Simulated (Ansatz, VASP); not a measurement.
**One calculation of SnO2, two programs**

```
CELL_PARAMETERS angstrom
-1.47601 2.60165 2.24687
1.47601 -2.60165 2.24687
1.47601 2.60165 -2.24687
ATOMIC_POSITIONS crystal
Sn 0.36562 0.86562 0.50000
O 0.97896 0.22392 0.75503
O 0.46889 0.22392 0.24497
```

Alike in both runs: task relaxation of cell and atoms; functional PBE; k mesh 8 × 8 × 8; occupations gaussian, width 0.1 eV; no spin polarisation.

|  | VASP | Ansatz |
| --- | --- | --- |
| version | VASP 6.6.1 | Ansatz 0.2.0 |
| potentials or method | VASP PAW PBE potentials, release 64 (Sn_d, O), cutoff 600 eV | scalar-relativistic, plane waves, PAW |
| valence electrons in the cell | 26 | 26 |

```tsv
	VASP	Ansatz	Ansatz less VASP
gap on the k mesh at the Fermi level, each at its own relaxed structure (eV)	none	none	-
relaxed volume (Å³/atom)	11.38	11.34	-0.040
relaxed cell length with the largest relative difference (Å)	3.643	3.638	-0.0053
```

A gap of «none» marks a metal or a gap that the smearing closes.
